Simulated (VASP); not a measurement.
# W (Fm-3m) in VASP: notebook

Runs on W. Level: PBE. Tasks: single point.

Program: VASP 6.6.1. These are calculated values, not measurements. Logs are shortened: lines on timing, memory, paths and dates and some standing lists are left out, and cuts for length are marked.

## Step 1: The cell of the first run

The structure is cubic, space group Fm-3m (No. 225). The conventional cell has a = 4.060 Å, b = 4.060 Å, c = 4.060 Å, α = 90.00°, β = 90.00°, γ = 90.00°. Within 3.8 Å of W (site symmetry m-3m) lie 12 W at 2.87 Å.

## Step 2: Single point, PBE

The input, INCAR:

```
SYSTEM = W
ALGO = Fast ; EDIFF = 1E-7
ENCUT = 520 ; GGA = PE
ISIF = 2 ; ISMEAR = 0
LASPH = .TRUE. ; LCHARG = .FALSE.
LREAL = .FALSE. ; LWAVE = .FALSE.
NBANDS = 13 ; NELM = 60
PREC = Accurate ; SIGMA = 0.019000000000000003
```

The input, KPOINTS:

```
k-points
0
G
  11 11 11
  0 0 0
```

The input, POSCAR:

```
W
1.0
    0.0000000000      2.0300000000      2.0300000000
    2.0300000000      0.0000000000      2.0300000000
    2.0300000000      2.0300000000      0.0000000000
W
1
Direct
    0.0000000000      0.0000000000      0.0000000000
```

Potentials or basis: VASP PAW PBE potentials, release 64 (W_sv).

On the command line:

```console
cat potpaw_PBE.64/W_sv/POTCAR > POTCAR
mpirun -np 1 vasp_std > vasp.out
```

OUTCAR:

```text
SYSTEM = W
   EDIFF = 1E-7
   ENCUT = 520
   GGA = PE
   ISIF = 2
   ISMEAR = 0
   LASPH = .TRUE.
   LREAL = .FALSE.
   NELM = 60
   PREC = Accurate

 ion  position               nearest neighbor table
   1  0.000  0.000  0.000-

  LATTYP: Found a face centered cubic cell.
 ALAT       =     4.0600000000

  Lattice vectors:

 A1 = (   0.0000000000,   2.0300000000,   2.0300000000)
 A2 = (   2.0300000000,   0.0000000000,   2.0300000000)
 A3 = (   2.0300000000,   2.0300000000,   0.0000000000)

Analysis of symmetry for initial positions (statically):
=====================================================================
 Subroutine PRICEL returns:
 Original cell was already a primitive cell.

 Routine SETGRP: Setting up the symmetry group for a
 face centered cubic supercell.

 Subroutine GETGRP returns: Found 48 space group operations
 (whereof 48 operations were pure point group operations)
 out of a pool of 48 trial point group operations.

The static configuration has the point symmetry O_h .

Analysis of symmetry for dynamics (positions and initial velocities):
=====================================================================
 Subroutine PRICEL returns:
 Original cell was already a primitive cell.

 Routine SETGRP: Setting up the symmetry group for a
 face centered cubic supercell.

 Subroutine GETGRP returns: Found 48 space group operations
 (whereof 48 operations were pure point group operations)
 out of a pool of 48 trial point group operations.

The dynamic configuration has the point symmetry O_h .

 Subroutine INISYM returns: Found 48 space group operations
 (whereof 48 operations are pure point group operations),
 and found     1 'primitive' translations

----------------------------------------------------------------------------------------

                                     Primitive cell

  volume of cell :      16.7309

  direct lattice vectors                    reciprocal lattice vectors
     0.000000000  2.030000000  2.030000000    -0.246305419  0.246305419  0.246305419
     2.030000000  0.000000000  2.030000000     0.246305419 -0.246305419  0.246305419
     2.030000000  2.030000000  0.000000000     0.246305419  0.246305419 -0.246305419

  length of vectors
     2.870853532  2.870853532  2.870853532     0.426613499  0.426613499  0.426613499

  position of ions in fractional coordinates (direct lattice)
     0.000000000  0.000000000  0.000000000

  ion indices of the primitive-cell ions
   primitive index   ion index
                 1           1

----------------------------------------------------------------------------------------

 KPOINTS: k-points

Automatic generation of k-mesh.
 Grid dimensions read from file:
 generate k-points for:   11   11   11

 Generating k-lattice:

  Cartesian coordinates                     Fractional coordinates (reciprocal lattice)
    -0.022391402  0.022391402  0.022391402     0.090909091  0.000000000  0.000000000
     0.022391402 -0.022391402  0.022391402     0.000000000  0.090909091  0.000000000
     0.022391402  0.022391402 -0.022391402     0.000000000  0.000000000  0.090909091

  Length of vectors
     0.038783045  0.038783045  0.038783045

  Shift w.r.t. Gamma in fractional coordinates (k-lattice)
     0.000000000  0.000000000  0.000000000

 Subroutine IBZKPT returns following result:
 ===========================================

 Found     56 irreducible k-points:

 Following reciprocal coordinates:
            Coordinates               Weight
  0.000000  0.000000  0.000000      1.000000
  0.090909  0.000000  0.000000      8.000000
  0.181818  0.000000  0.000000      8.000000
  0.272727  0.000000  0.000000      8.000000
  0.363636  0.000000  0.000000      8.000000
  0.454545  0.000000  0.000000      8.000000
[... 16 lines left out ...]
 -0.272727  0.181818  0.000000     24.000000
 -0.181818  0.181818  0.000000     12.000000
 [... further k-points ...]
   k-points           NKPTS =     56   k-points in BZ     NKDIM =     56   number of bands    NBANDS=     13
   number of dos      NEDOS =    301   number of ions     NIONS =      1
   total plane-waves  NPLWV =  13824
   dimension x,y,z NGX =    24 NGY =   24 NGZ =   24
   dimension x,y,z NGXF=    48 NGYF=   48 NGZF=   48
   ions per type =               1
   NGX,Y,Z   is equivalent  to a cutoff of  13.90, 13.90, 13.90 a.u.
   NGXF,Y,Z  is equivalent  to a cutoff of  27.80, 27.80, 27.80 a.u.
 SYSTEM =  W
   PREC   = accura    normal or accurate (medium, high low for compatibility)
   ISTART =      0    job   : 0-new  1-cont  2-samecut
   ICHARG =      2    charge: 1-file 2-atom 10-const
   ISPIN  =      1    spin polarized calculation?
   LNONCOLLINEAR =      F non collinear calculations
   LSORBIT =      F    spin-orbit coupling
   LASPH  =      T    aspherical Exc in radial PAW
   ENCUT  =  520.0 eV  38.22 Ry    6.18 a.u.   5.34  5.34  5.34*2*pi/ulx,y,z
   NELM   =     60;   NELMIN=  2; NELMDL= -5     # of ELM steps
   EDIFF  = 0.1E-06   stopping-criterion for ELM
   LREAL  =      F    real-space projection
   EDIFFG = 0.1E-05   stopping-criterion for IOM
   NSW    =      0    number of steps for IOM
   IBRION =     -1    ionic relax: 0-MD 1-quasi-New 2-CG
   NFREE  =      0    steps in history (QN), initial steepest desc. (CG)
   ISIF   =      2    stress and relaxation
   ISYM   =      2    0-nonsym 1-usesym 2-fastsym
   POTIM  = 0.5000    time-step for ionic-motion
   TEBEG  =    0.0;   TEEND  =   0.0 temperature during run
   PSTRESS=    0.0 pullay stress
   NELECT =      14.0000    total number of electrons
   NUPDOWN=      -1.0000    fix difference up-down
   EMIN   =  10.00;   EMAX   =-10.00  energy-range for DOS
   EFERMI =   0.00;   METHOD = LEGACY
   ISMEAR =     0;   SIGMA  =   0.02  broadening in eV -4-tet -1-fermi 0-gaus
   EFERMI_NEDOS =   21; number of points for ismear=-14 and -15
   IALGO  =     68    algorithm
   IMIX   =      4    mixing-type and parameters
     AMIX     =   0.40;   BMIX     =  1.00
     AMIX_MAG =   1.60;   BMIX_MAG =  1.00
  volume/ion in A,a.u.               =      16.73       112.91
  Fermi-wavevector in a.u.,A,eV,Ry     =   1.542688  2.915258 32.380324  2.379887
  Thomas-Fermi vector in A             =   2.648457
   LORBIT       =      0    0 simple, 1 ext, 2 COOP (PROOUT), +10 PAW based schemes
   GGA     = PE    functional components
   LHFCALC =     F    Hartree Fock is set to
   AEXX    =    0.0000 exact exchange contribution
   IVDW    =     0    specifies the selected vdW correction
   LEPSILON=     F    determine dielectric tensor
   LRPA    =     F    only Hartree local field effects (RPA)
 non-spin polarized calculation
 RMM-DIIS sequential band-by-band and
 Gauss-broadening in eV      SIGMA  =   0.02
  energy-cutoff  :      520.00
  volume of cell :       16.73
 maximum number of plane-waves:       463
 NGX is ok and might be reduce to    24
   NGX = 11   NGY = 11   NGZ = 11

 number of electron      14.0000002 magnetization

 Free energy of the ion-electron system (eV)
  ---------------------------------------------------
  ext. energy  EPLUGINS =         0.00000000
  ---------------------------------------------------
  free energy    TOTEN  =       -12.47791665 eV

  energy without entropy =      -12.47781472  energy(sigma->0) =      -12.47786568

 E-fermi :  10.2395     XC(G=0): -13.3276

 val. band max:       10.1979834836   @ k =  -0.2727   0.0909   0.0000
 cond. band min:      10.2548790796   @ k =   0.1818   0.0909   0.0000
 fundamental gap:      0.0568955960
 Fermi energy:        10.2394893666

 k-point     1 :       0.0000    0.0000    0.0000
  band No.  band energies     occupation
      1     -63.4816      2.00000
      2     -27.1361      2.00000
      3     -27.1361      2.00000
      4     -27.1361      2.00000
      5       1.3349      2.00000
      6       9.6935      2.00000
      7       9.6935      2.00000
      8       9.6935      2.00000
      9      12.7335      0.00000
     10      12.7335      0.00000
     11      22.9877      0.00000
     12      28.1112      0.00000
     13      28.1112      0.00000

 k-point     2 :       0.0909    0.0000    0.0000
  band No.  band energies     occupation
      1     -63.4739      2.00000
      2     -27.2267      2.00000
      3     -27.1478      2.00000
      4     -27.1478      2.00000
      5       1.6857      2.00000
      6       9.4323      2.00000
      7       9.8520      2.00000
      8       9.8520      2.00000
      9      12.5964      0.00000
     10      12.5964      0.00000
     11      23.6765      0.00000
     12      26.7718      0.00000
     13      28.7681      0.00000

 k-point     3 :       0.1818    0.0000    0.0000
  band No.  band energies     occupation
      1     -63.4533      2.00000
      2     -27.4647      2.00000
      3     -27.1790      2.00000
      4     -27.1790      2.00000
      5       2.6329      2.00000
      6       8.9135      2.00000
      7      10.1320      2.00000
      8      10.1320      2.00000
      9      12.4864      0.00000
     10      12.4864      0.00000
     11      24.3453      0.00000
     12      25.8616      0.00000
     13      30.5811      0.00000

 k-point     4 :       0.2727    0.0000    0.0000
  band No.  band energies     occupation
      1     -63.4262      2.00000
      2     -27.7660      2.00000
      3     -27.2194      2.00000
      4     -27.2194      2.00000
      5       3.7963      2.00000
      6       8.7237      2.00000
      7      10.0634      2.00000
      8      10.0634      2.00000
      9      13.0327      0.00000
     10      13.0327      0.00000
     11      22.8105      0.00000
     12      26.7722      0.00000
     13      32.7267      0.00000

 k-point     5 :       0.3636    0.0000    0.0000
  band No.  band energies     occupation
      1     -63.4012      2.00000
      2     -28.0335      2.00000
      3     -27.2562      2.00000
      4     -27.2562      2.00000
      5       4.5312      2.00000
      6       9.4396      2.00000
      7       9.7399      2.00000
      8       9.7399      2.00000
      9      14.1111      0.00000
     10      14.1111      0.00000
     11      21.4936      0.00000
     12      24.6854      0.00000
     13      30.8742      0.00000

 k-point     6 :       0.4545    0.0000    0.0000
  band No.  band energies     occupation
      1     -63.3863      2.00000
      2     -28.1886      2.00000
      3     -27.2780      2.00000
      4     -27.2780      2.00000
      5       4.7170      2.00000
      6       9.5109      2.00000
      7       9.5109      2.00000
      8      10.5882      0.00000
      9      15.0020      0.00000
     10      15.0020      0.00000
     11      20.4358      0.00000
     12      22.8451      0.00000
     13      28.9465      0.00000

 k-point     7 :       0.0909    0.0909    0.0000
  band No.  band energies     occupation
      1     -63.4713      2.00000
      2     -27.2245      2.00000
      3     -27.1678      2.00000
      4     -27.1678      2.00000
      5       1.8035      2.00000
      6       9.2422      2.00000
      7       9.9755      2.00000
      8       9.9755      2.00000
      9      12.1765      0.00000
     10      12.8911      0.00000
     11      23.9252      0.00000
     12      27.2888      0.00000
     13      28.4297      0.00000
[... 193 lines left out ...]
 k-point    20 :       0.4545    0.1818    0.0000
  band No.  band energies     occupation
      1     -63.3808      2.00000
      2     -28.0381      2.00000
      3     -27.4352      2.00000
      4     -27.3565      2.00000
      5       5.6192      2.00000
      6       8.0343      2.00000
      7       9.1198      2.00000
      8      10.7957      0.00000
      9      15.2516      0.00000
     10      15.4442      0.00000
     11      20.9894      0.00000
     12      25.4384      0.00000
     13      27.7065      0.00000

 k-point    21 :      -0.4545    0.1818    0.0000
  band No.  band energies     occupation
      1     -63.3724      2.00000
      2     -28.1045      2.00000
      3     -27.4953      2.00000
      4     -27.3434      2.00000
      5       5.8137      2.00000
      6       8.1119      2.00000
      7       9.6610      2.00000
      8      10.5421      0.00000
      9      14.9744      0.00000
     10      16.9972      0.00000
     11      19.4127      0.00000
     12      25.0399      0.00000
     13      28.2725      0.00000

 k-point    22 :      -0.3636    0.1818    0.0000
  band No.  band energies     occupation
      1     -63.3774      2.00000
      2     -28.0544      2.00000
      3     -27.5178      2.00000
      4     -27.3062      2.00000
      5       5.8770      2.00000
      6       8.3458      2.00000
      7       9.2698      2.00000
      8      10.5007      0.00000
      9      13.8206      0.00000
     10      16.8314      0.00000
     11      20.7868      0.00000
     12      25.3783      0.00000
     13      27.0007      0.00000

 k-point    23 :      -0.2727    0.1818    0.0000
  band No.  band energies     occupation
      1     -63.3940      2.00000
      2     -27.9130      2.00000
      3     -27.4845      2.00000
      4     -27.2561      2.00000
      5       5.5305      2.00000
      6       8.3259      2.00000
      7       8.9164      2.00000
      8      10.7181      0.00000
      9      12.4207      0.00000
     10      16.0090      0.00000
     11      22.9095      0.00000
     12      26.2673      0.00000
     13      27.6175      0.00000

 k-point    24 :      -0.1818    0.1818    0.0000
  band No.  band energies     occupation
      1     -63.4170      2.00000
      2     -27.7376      2.00000
      3     -27.3893      2.00000
      4     -27.2091      2.00000
      5       4.4491      2.00000
      6       8.1901      2.00000
      7       9.6081      2.00000
      8      11.1693      0.00000
      9      11.2319      0.00000
     10      14.6278      0.00000
     11      24.3430      0.00000
     12      27.8809      0.00000
     13      28.6655      0.00000

 [... further k-points ...]
[... 5 lines left out ...]
  --------------------------------------------------------------------------------------
  -------------------------------------------------------------------------------------
  Total       -0.4745637     -0.4745637     -0.4745637     -0.0000000      0.0000000     -0.0000000
  in kB      -45.4450939    -45.4450939    -45.4450939     -0.0000000      0.0000000     -0.0000000
  external PRESSURE =     -45.4450939 kB  Pullay stress =       0.0000000 kB

 VOLUME and BASIS-vectors are now :
 -----------------------------------------------------------------------------
  energy-cutoff  :      520.00
  volume of cell :       16.73
      direct lattice vectors                 reciprocal lattice vectors
     0.000000000  2.030000000  2.030000000    -0.246305419  0.246305419  0.246305419
     2.030000000  0.000000000  2.030000000     0.246305419 -0.246305419  0.246305419
     2.030000000  2.030000000  0.000000000     0.246305419  0.246305419 -0.246305419

 POSITION                                       TOTAL-FORCE (eV/Angst)
 -----------------------------------------------------------------------------------
      0.00000      0.00000      0.00000         0.000000      0.000000      0.000000
 -----------------------------------------------------------------------------------
    total drift:                               -0.000000      0.000000     -0.000000

  FREE ENERGIE OF THE ION-ELECTRON SYSTEM (eV)
  ---------------------------------------------------
  free  energy   TOTEN  =       -12.4779166479 eV

  energy  without entropy=      -12.4778147162  energy(sigma->0) =      -12.47786568
```

Run time: 22 s. Hardware: 1 thread of Intel Xeon Platinum 8259CL at 2.50GHz (Skylake/Cascade Lake), shared host; peak memory 0.14 GiB.

What came out:

* Free energy: -12.4779 eV
* Pressure: -4.5 GPa
* Band gap on the k mesh: zero (band 7 reaches 12.79 eV, above the bottom of band 8 at 9.69 eV)

Caveat: spin-orbit coupling is left out, which moves the levels of the heavy elements.

(Part 1 of 2 ends here.)
